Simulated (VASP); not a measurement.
# NaI (Fm-3m) in VASP: notebook, part 2 of 2

VASP 6.6.1.

## 4. Single point, PBE (34.37 Å³/atom)

This run uses another cell than the first one, of 34.37 Å³/atom.

File INCAR:

```
PREC = Accurate ; ENCUT = 520
EDIFF = 1E-6 ; ISMEAR = 0
SIGMA = 0.05 ; LREAL = F
LASPH = T ; NELM = 80
ALGO = Normal ; ISIF = 2
LWAVE = F ; LCHARG = F
GGA = PE ; NBANDS = 14
```

File KPOINTS:

```
Automatic mesh
0
Gamma
  10 10 10
```

File POSCAR:

```
NaI
1.0
    0.0000000000      3.2514760149      3.2514760149
    3.2514760149      0.0000000000      3.2514760149
    3.2514760149      3.2514760149      0.0000000000
Na I
1 1
Direct
    0.0000000000      0.0000000000      0.0000000000
    0.5000000000      0.5000000000      0.5000000000
```

Potentials or basis: VASP PAW PBE potentials, release 64 (Na_pv, I).

Started as:

```bash
cat potpaw_PBE.64/Na_pv/POTCAR potpaw_PBE.64/I/POTCAR > POTCAR
mpirun -np 1 vasp_std > vasp.out
```

OUTCAR:

```text
PREC = Accurate
   ENCUT = 520
   EDIFF = 1E-6
   ISMEAR = 0
   LREAL = F
   LASPH = T
   NELM = 80
   ISIF = 2
   GGA = PE

 ion  position               nearest neighbor table
   1  0.000  0.000  0.000-
   2  0.500  0.500  0.500-

  LATTYP: Found a face centered cubic cell.
 ALAT       =     6.5029520298

  Lattice vectors:

 A1 = (   0.0000000000,   3.2514760149,   3.2514760149)
 A2 = (   3.2514760149,   0.0000000000,   3.2514760149)
 A3 = (   3.2514760149,   3.2514760149,   0.0000000000)

Analysis of symmetry for initial positions (statically):
=====================================================================
 Subroutine PRICEL returns:
 Original cell was already a primitive cell.

 Routine SETGRP: Setting up the symmetry group for a
 face centered cubic supercell.

 Subroutine GETGRP returns: Found 48 space group operations
 (whereof 48 operations were pure point group operations)
 out of a pool of 48 trial point group operations.

The static configuration has the point symmetry O_h .

Analysis of symmetry for dynamics (positions and initial velocities):
=====================================================================
 Subroutine PRICEL returns:
 Original cell was already a primitive cell.

 Routine SETGRP: Setting up the symmetry group for a
 face centered cubic supercell.

 Subroutine GETGRP returns: Found 48 space group operations
 (whereof 48 operations were pure point group operations)
 out of a pool of 48 trial point group operations.

The dynamic configuration has the point symmetry O_h .

 Subroutine INISYM returns: Found 48 space group operations
 (whereof 48 operations are pure point group operations),
 and found     1 'primitive' translations

----------------------------------------------------------------------------------------

                                     Primitive cell

  volume of cell :      68.7498

  direct lattice vectors                    reciprocal lattice vectors
     0.000000000  3.251476015  3.251476015    -0.153776315  0.153776315  0.153776315
     3.251476015  0.000000000  3.251476015     0.153776315 -0.153776315  0.153776315
     3.251476015  3.251476015  0.000000000     0.153776315  0.153776315 -0.153776315

  length of vectors
     4.598281478  4.598281478  4.598281478     0.266348391  0.266348391  0.266348391

  position of ions in fractional coordinates (direct lattice)
     0.000000000  0.000000000  0.000000000
     0.500000000  0.500000000  0.500000000

  ion indices of the primitive-cell ions
   primitive index   ion index
                 1           1
                 2           2

----------------------------------------------------------------------------------------

 KPOINTS: Automatic mesh

Automatic generation of k-mesh.
 Grid dimensions read from file:
 generate k-points for:   10   10   10

 Generating k-lattice:

  Cartesian coordinates                     Fractional coordinates (reciprocal lattice)
    -0.015377632  0.015377632  0.015377632     0.100000000  0.000000000  0.000000000
     0.015377632 -0.015377632  0.015377632     0.000000000  0.100000000  0.000000000
[... 40 lines left out ...]
   k-points           NKPTS =     47   k-points in BZ     NKDIM =     47   number of bands    NBANDS=     14
   number of dos      NEDOS =    301   number of ions     NIONS =      2
   total plane-waves  NPLWV =  46656
   dimension x,y,z NGX =    36 NGY =   36 NGZ =   36
   dimension x,y,z NGXF=    72 NGYF=   72 NGZF=   72
   ions per type =               1   1
   NGX,Y,Z   is equivalent  to a cutoff of  13.02, 13.02, 13.02 a.u.
   NGXF,Y,Z  is equivalent  to a cutoff of  26.03, 26.03, 26.03 a.u.
 SYSTEM =  unknown system
   PREC   = accura    normal or accurate (medium, high low for compatibility)
   ISTART =      0    job   : 0-new  1-cont  2-samecut
   ICHARG =      2    charge: 1-file 2-atom 10-const
   ISPIN  =      1    spin polarized calculation?
   LNONCOLLINEAR =      F non collinear calculations
   LSORBIT =      F    spin-orbit coupling
   LASPH  =      T    aspherical Exc in radial PAW
   ENCUT  =  520.0 eV  38.22 Ry    6.18 a.u.   8.55  8.55  8.55*2*pi/ulx,y,z
   NELM   =     80;   NELMIN=  2; NELMDL= -5     # of ELM steps
   EDIFF  = 0.1E-05   stopping-criterion for ELM
   LREAL  =      F    real-space projection
   EDIFFG = 0.1E-04   stopping-criterion for IOM
   NSW    =      0    number of steps for IOM
   IBRION =     -1    ionic relax: 0-MD 1-quasi-New 2-CG
   NFREE  =      0    steps in history (QN), initial steepest desc. (CG)
   ISIF   =      2    stress and relaxation
   ISYM   =      2    0-nonsym 1-usesym 2-fastsym
   POTIM  = 0.5000    time-step for ionic-motion
   TEBEG  =    0.0;   TEEND  =   0.0 temperature during run
   PSTRESS=    0.0 pullay stress
   NELECT =      14.0000    total number of electrons
   NUPDOWN=      -1.0000    fix difference up-down
   EMIN   =  10.00;   EMAX   =-10.00  energy-range for DOS
   EFERMI =   0.00;   METHOD = LEGACY
   ISMEAR =     0;   SIGMA  =   0.05  broadening in eV -4-tet -1-fermi 0-gaus
   EFERMI_NEDOS =   21; number of points for ismear=-14 and -15
   IALGO  =     38    algorithm
   IMIX   =      4    mixing-type and parameters
     AMIX     =   0.40;   BMIX     =  1.00
     AMIX_MAG =   1.60;   BMIX_MAG =  1.00
  volume/ion in A,a.u.               =      34.37       231.97
  Fermi-wavevector in a.u.,A,eV,Ry     =   0.963149  1.820088 12.621534  0.927657
  Thomas-Fermi vector in A             =   2.092670
   LORBIT       =      0    0 simple, 1 ext, 2 COOP (PROOUT), +10 PAW based schemes
   GGA     = PE    functional components
   LHFCALC =     F    Hartree Fock is set to
   AEXX    =    0.0000 exact exchange contribution
   IVDW    =     0    specifies the selected vdW correction
   LEPSILON=     F    determine dielectric tensor
   LRPA    =     F    only Hartree local field effects (RPA)
 non-spin polarized calculation
 Gauss-broadening in eV      SIGMA  =   0.05
  energy-cutoff  :      520.00
  volume of cell :       68.75
 maximum number of plane-waves:      1870
 NGX is ok and might be reduce to    36
   NGX = 17   NGY = 17   NGZ = 17

 number of electron      13.9999992 magnetization

 Free energy of the ion-electron system (eV)
  ---------------------------------------------------
  ext. energy  EPLUGINS =         0.00000000
  ---------------------------------------------------
  free energy    TOTEN  =        -5.38698293 eV

  energy without entropy =       -5.38698293  energy(sigma->0) =       -5.38698293

 E-fermi :   1.0003     XC(G=0):  -7.6489

 val. band max:        0.7104422474   @ k =   0.0000   0.0000   0.0000
 cond. band min:       4.3143179902   @ k =   0.0000   0.0000   0.0000
 fundamental gap:      3.6038757429
 Fermi energy:         1.0003397359

 k-point     1 :       0.0000    0.0000    0.0000
  band No.  band energies     occupation
      1     -21.7458      2.00000
      2     -21.7458      2.00000
      3     -21.7458      2.00000
      4     -10.2719      2.00000
      5       0.7104      2.00000
      6       0.7104      2.00000
      7       0.7104      2.00000
      8       4.3143      0.00000
      9       8.6396      0.00000
     10       8.6396      0.00000
     11       8.6397      0.00000
     12      10.4351      0.00000
     13      10.4351      0.00000
     14      11.1349      0.00000
[... 377 lines left out ...]
      1     -21.7489      2.00000
      2     -21.7471      2.00000
      3     -21.7470      2.00000
      4      -9.9693      2.00000
      5      -0.9224      2.00000
      6       0.0433      2.00000
      7       0.1354      2.00000
      8       5.8076      0.00000
      9       6.7500      0.00000
     10       8.8002      0.00000
     11      10.2815      0.00000
     12      11.0298      0.00000
     13      12.2129      0.00000
     14      14.2818      0.00000

 [... further k-points ...]

------------------------ aborting loop because EDIFF is reached ----------------------------------------

  FORCE on cell =-STRESS in cart. coord.  units (eV):
  Direction    XX          YY          ZZ          XY          YZ          ZX
  --------------------------------------------------------------------------------------
  -------------------------------------------------------------------------------------
  Total        0.0907135      0.0907135      0.0907135      0.0000000      0.0000000      0.0000000
  in kB        2.1140276      2.1140276      2.1140276      0.0000000      0.0000000      0.0000000
  external PRESSURE =       2.1140276 kB  Pullay stress =       0.0000000 kB

 VOLUME and BASIS-vectors are now :
 -----------------------------------------------------------------------------
  energy-cutoff  :      520.00
  volume of cell :       68.75
      direct lattice vectors                 reciprocal lattice vectors
     0.000000000  3.251476015  3.251476015    -0.153776315  0.153776315  0.153776315
     3.251476015  0.000000000  3.251476015     0.153776315 -0.153776315  0.153776315
     3.251476015  3.251476015  0.000000000     0.153776315  0.153776315 -0.153776315

 POSITION                                       TOTAL-FORCE (eV/Angst)
 -----------------------------------------------------------------------------------
      0.00000      0.00000      0.00000         0.000000      0.000000     -0.000000
      3.25148      3.25148      3.25148         0.000000      0.000000      0.000000
 -----------------------------------------------------------------------------------
    total drift:                                0.000000      0.000000      0.000000

  FREE ENERGIE OF THE ION-ELECTRON SYSTEM (eV)
  ---------------------------------------------------
  free  energy   TOTEN  =        -5.3869829288 eV

  energy  without entropy=       -5.3869829288  energy(sigma->0) =       -5.38698293
```

stdout:

```text
POSCAR found type information on POSCAR NaI
 POSCAR found :  2 types and       2 ions
 scaLAPACK will be used
 LDA part: xc-table for (Slater+PW92), standard interpolation
 POSCAR, INCAR and KPOINTS ok, starting setup
 FFT: planning ... GRIDC
 FFT: planning ... GRID_SOFT
 FFT: planning ... GRID
 WAVECAR not read
 entering main loop
```

Wall time 14 s (1 thread of Intel Xeon 6975P-C (Granite Rapids), shared host); peak memory 0.22 GiB.

What came out:

```
Free energy            : -5.3870 eV
Pressure               : 0.2 GPa
Band gap on the k mesh : 3.60 eV
```

Caveat: spin-orbit coupling is left out, which moves the levels of the heavy elements. A k mesh can miss the band edges.

## 5. The runs side by side

```tsv
cell	gap on the mesh (eV)	pressure (GPa)
a = 4.554 Å, angles 60.0°, 2 atoms	3.68	0.7
a = 4.592 Å, angles 60.0°, 2 atoms	3.61	0.3
a = 4.598 Å, angles 60.0°, 2 atoms	3.60	0.2
```

Alike in all rows: task single point; level PBE; potentials or basis VASP PAW PBE potentials, release 64 (Na_pv, I); no spin polarisation; k mesh 10 × 10 × 10; cutoff (eV) 520; smearing gaussian 0.05 eV.

Caveats: spin-orbit coupling is left out, which moves the levels of the heavy elements.

Total energies depend on the potentials used, so only differences within one code and one set of settings carry meaning.
